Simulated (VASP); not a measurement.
# TiSi2 (Immm) in VASP: a series of runs, part 2 of 2

VASP 6.6.1. The steps go on from the part before.

## Step 4: Single point, LDA (volume scaled by 1.04)

INCAR reads:

```
PREC = Accurate
ENCUT = 520
EDIFF = 1E-6
ISMEAR = -1
SIGMA = 0.05
LREAL = F
LASPH = T
NELM = 60
ALGO = Normal
ISIF = 2
LWAVE = F
LCHARG = F
NBANDS = 17
```

KPOINTS reads:

```
regular mesh
0
Gamma
  12 12 12
```

POSCAR reads:

```
TiSi2
1.0
   -1.4922541174      1.7346606101      4.2675115011
    1.4922541174     -1.7346606101      4.2675115011
    1.4922541174      1.7346606101     -4.2675115011
Ti Si
1 2
Direct
    0.0000000000      0.0000000000      0.0000000000
    0.6700780000      0.6700780000      0.0000000000
    0.3299220000      0.3299220000      0.0000000000
```

Started as:

```console
> cat potpaw_LDA.64/Ti_sv/POTCAR potpaw_LDA.64/Si/POTCAR > POTCAR
> mpirun -np 1 vasp_std > vasp.out
```

Run time: 3 min. Hardware: 1 thread of AMD EPYC 9R45 (Zen 5), shared host; peak memory 0.3 GiB.

The run converged. Its results:

* Free energy: -21.8232 eV
* Pressure: -10.9 GPa
* Largest force: 0.138 eV/Å
* Band gap on the k mesh: zero (band 10 reaches 10.64 eV, above the bottom of band 11 at 8.46 eV)

Forces on the atoms (eV/Å):
```
Ti   0.000  0.000  0.000
Si   0.000  0.000 -0.138
Si   0.000  0.000  0.138
```

Stress tensor (GPa, compression positive):
```
 -9.89   0.00   0.00
  0.00 -11.21   0.00
  0.00   0.00 -11.71
```

Levels at points of the mesh, in eV from the Fermi level:
```csv
k point,band 8,band 9,band 10,band 11,band 12,band 13
"(0.00, 0.00, 0.00)",-2.06,-0.57,0.70,1.99,2.25,3.04
"(0.50, 0.00, 0.00)",-3.64,-0.64,0.89,1.92,2.41,3.27
"(0.00, 0.50, 0.00)",-3.29,-0.90,-0.41,0.94,2.71,3.13
"(0.50, 0.50, 0.00)",-4.71,-2.76,-1.23,-0.57,2.58,2.71
"(0.50, 0.50, 0.50)",-1.15,-0.30,0.41,1.84,2.30,2.35
```

## Step 5: Single point, PBEsol (volume scaled by 1.04)

INCAR reads:

```
ALGO = Normal ; EDIFF = 1E-6
ENCUT = 520 ; GGA = PS
ISIF = 2 ; ISMEAR = -1
LASPH = T ; LCHARG = F
LREAL = F ; LWAVE = F
NBANDS = 17 ; NELM = 100
PREC = Accurate ; SIGMA = 0.05
```

KPOINTS reads:

```
k-points
0
Gamma
  12 12 12
```

POSCAR is that of step 4.

Potentials or basis: VASP PAW PBE potentials, release 64 (Ti_sv, Si).

Started as:

```console
> cat potpaw_PBE.64/Ti_sv/POTCAR potpaw_PBE.64/Si/POTCAR > POTCAR
> mpirun -np 1 vasp_std > vasp.out
```

Wall time 3 min (1 thread of AMD EPYC 9R45 (Zen 5), shared host); peak memory 0.33 GiB.

The run converged. Its results:

```
Free energy            : -21.2704 eV
Pressure               : -8.3 GPa
Largest force          : 0.093 eV/Å
Band gap on the k mesh : zero (band 10 reaches 10.71 eV, above the bottom of band 11 at 8.48 eV)
```

Forces on the atoms (eV/Å):
```
Ti   0.000  0.000  0.000
Si   0.000  0.000 -0.093
Si   0.000  0.000  0.093
```

Stress tensor (GPa, compression positive):
```
-7.35  0.00  0.00
 0.00 -8.55  0.00
 0.00  0.00 -9.03
```

Levels at points of the mesh, in eV from the Fermi level:
```tsv
k point	band 6	band 7	band 8	band 9	band 10	band 11	band 12	band 13	band 14	band 15
(0.00, 0.00, 0.00)	-4.58	-4.16	-2.07	-0.58	0.72	1.96	2.29	3.01	3.58	3.90
(0.50, 0.00, 0.00)	-8.92	-4.22	-3.68	-0.65	0.91	1.95	2.44	3.31	3.91	5.31
(0.00, 0.50, 0.00)	-7.96	-3.52	-3.32	-0.89	-0.41	0.95	2.71	3.17	3.83	3.99
(0.50, 0.50, 0.00)	-5.09	-4.90	-4.70	-2.80	-1.24	-0.65	2.58	2.74	2.99	3.28
(0.50, 0.50, 0.50)	-8.66	-1.28	-1.18	-0.31	0.43	1.88	2.34	2.36	3.52	3.54
```

Caveat: the PAW data sets were made with another functional, which shifts forces and pressure a little.

## Step 6: Single point, PBEsol (volume scaled by 1.06)

INCAR reads:

```
SYSTEM = TiSi2
PREC = Accurate
ENCUT = 520
EDIFF = 1E-6
ISMEAR = -1
SIGMA = 0.05
LREAL = .False.
LASPH = .True.
NELM = 100
ALGO = Normal
ISIF = 2
LWAVE = .False.
LCHARG = .False.
GGA = PS
NBANDS = 17
```

KPOINTS reads:

```
regular mesh
0
Gamma
  12 12 12
  0 0 0
```

POSCAR reads:

```
TiSi2
1.0
   -1.5017591770      1.7457097017      4.2946938359
    1.5017591770     -1.7457097017      4.2946938359
    1.5017591770      1.7457097017     -4.2946938359
Ti Si
1 2
Direct
    0.0000000000      0.0000000000      0.0000000000
    0.6700780000      0.6700780000      0.0000000000
    0.3299220000      0.3299220000      0.0000000000
```

Potentials or basis: VASP PAW PBE potentials, release 64 (Ti_sv, Si).

Started as:

```console
> cat potpaw_PBE.64/Ti_sv/POTCAR potpaw_PBE.64/Si/POTCAR > POTCAR
> mpirun -np 1 vasp_std > vasp.out
```

Wall time 3.1 min (1 thread of AMD EPYC 9R45 (Zen 5), shared host); peak memory 0.33 GiB.

It converged, with:

| Item | Value |
| --- | --- |
| Free energy | -21.2209 eV |
| Pressure | -10.3 GPa |
| Largest force | 0.105 eV/Å |
| Band gap on the k mesh | zero (band 10 reaches 10.45 eV, above the bottom of band 11 at 8.28 eV) |

Forces in eV/Å, atoms in the order of the input:
```
Ti   0.000  0.000  0.000
Si   0.000  0.000 -0.105
Si   0.000  0.000  0.105
```

Stress tensor (GPa, compression positive):
```
 -9.27   0.00   0.00
  0.00 -10.65   0.00
  0.00   0.00 -11.11
```

Levels at points of the mesh, in eV from the Fermi level:
| k point | band 8 | band 9 | band 10 | band 11 | band 12 | band 13 |
| --- | --- | --- | --- | --- | --- | --- |
| (0.00, 0.00, 0.00) | -2.04 | -0.55 | 0.70 | 1.91 | 2.23 | 2.95 |
| (0.50, 0.00, 0.00) | -3.65 | -0.63 | 0.89 | 1.91 | 2.38 | 3.21 |
| (0.00, 0.50, 0.00) | -3.28 | -0.88 | -0.39 | 0.94 | 2.67 | 3.07 |
| (0.50, 0.50, 0.00) | -4.73 | -2.75 | -1.20 | -0.65 | 2.51 | 2.67 |
| (0.50, 0.50, 0.50) | -1.14 | -0.29 | 0.42 | 1.83 | 2.28 | 2.30 |

Caveat: the PAW data sets were made with another functional, which shifts forces and pressure a little.

## Step 7: The runs side by side

| level | potentials or basis | cell | gap on the mesh (eV) | pressure (GPa) | largest force (eV/Å) |
| --- | --- | --- | --- | --- | --- |
| PBEsol | VASP PAW PBE potentials, release 64 (Ti_sv, Si) | a = 4.715 Å, angles 144.1, 138.0, 56.4°, 3 atoms | none | 2.4 | 0.04 |
| LDA | VASP PAW LDA potentials, release 64 (Ti_sv, Si) | a = 4.811 Å, angles 144.1, 138.0, 56.4°, 3 atoms | none | -8.8 | 0.12 |
| LDA | VASP PAW LDA potentials, release 64 (Ti_sv, Si) | a = 4.842 Å, angles 144.1, 138.0, 56.4°, 3 atoms | none | -10.9 | 0.14 |
| PBEsol | VASP PAW PBE potentials, release 64 (Ti_sv, Si) | a = 4.842 Å, angles 144.1, 138.0, 56.4°, 3 atoms | none | -8.3 | 0.09 |
| PBEsol | VASP PAW PBE potentials, release 64 (Ti_sv, Si) | a = 4.873 Å, angles 144.1, 138.0, 56.4°, 3 atoms | none | -10.3 | 0.11 |

Alike in all rows: task single point; no spin polarisation; k mesh 12 × 12 × 12; cutoff (eV) 520; smearing fermi-dirac 0.05 eV.

Caveats: the PAW data sets were made with another functional, which shifts forces and pressure a little (some runs).

Absolute energies hang on the potentials; compare differences alone.
